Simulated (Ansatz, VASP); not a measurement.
# In: VASP beside Ansatz

File INCAR:

```
  ALGO = Fast
  EDIFF = 1E-6
  ENCUT = 520
  GGA = PE
  ISIF = 2
  ISMEAR = 0
  LASPH = True
  LCHARG = False
  LREAL = False
  LWAVE = False
  NBANDS = 12
  NELM = 100
  PREC = Accurate
  SIGMA = 0.15
```

Contents of KPOINTS:

```
k-points
0
Gamma
  20 20 20
```

File POSCAR:

```
In
1.0
   -1.6505422500      1.6017577500      2.4739500000
    1.6505422500     -1.6017577500      2.4739500000
    1.6505422500      1.6017577500     -2.4739500000
In
1
Direct
    0.0000000000      0.0000000000      0.0000000000
```

Input for Ansatz:

```yaml
crystal:
  lattice:
    - [-1.65054225, 1.60175775, 2.47395]
    - [1.65054225, -1.60175775, 2.47395]
    - [1.65054225, 1.60175775, -2.47395]
  atoms:
    - { symbol: In, position: [0.0, 0.0, 0.0] }
basis:
  ecutwfc: 420
kpoints:
  mp_grid: { grid: [20, 20, 20] }
hamiltonian:
  xc: pbe
scf:
  occupations: { method: gaussian, width: 0.15 }
output:
  forces: true
  stress: true
  eigenvalues: true
```

Change from the starting cell: strain +0.0150 x Voigt [1, -1, 0, 0, 0, 0], atoms carried along.

Alike in both runs: task single point; functional PBE; k mesh 20 × 20 × 20; occupations gaussian, width 0.15 eV; no spin polarisation.

|  | VASP | Ansatz |
| --- | --- | --- |
| version | VASP 6.6.1 | Ansatz 0.2.0 |
| potentials or method | VASP PAW PBE potentials, release 64 (In_d), cutoff 520 eV | scalar-relativistic, plane waves, PAW |
| valence electrons in the cell | 13 | 13 |

|  | VASP | Ansatz | Ansatz less VASP |
| --- | --- | --- | --- |
| gap on the k mesh at the Fermi level (eV) | none | none | - |
| pressure (GPa) | 2.0 | 2.0 | +0.07 |
| traceless stress, the component that is largest in VASP (GPa) | 0.44 | 0.44 | -0.008 |

A gap of «none» marks a metal or a gap that the smearing closes.
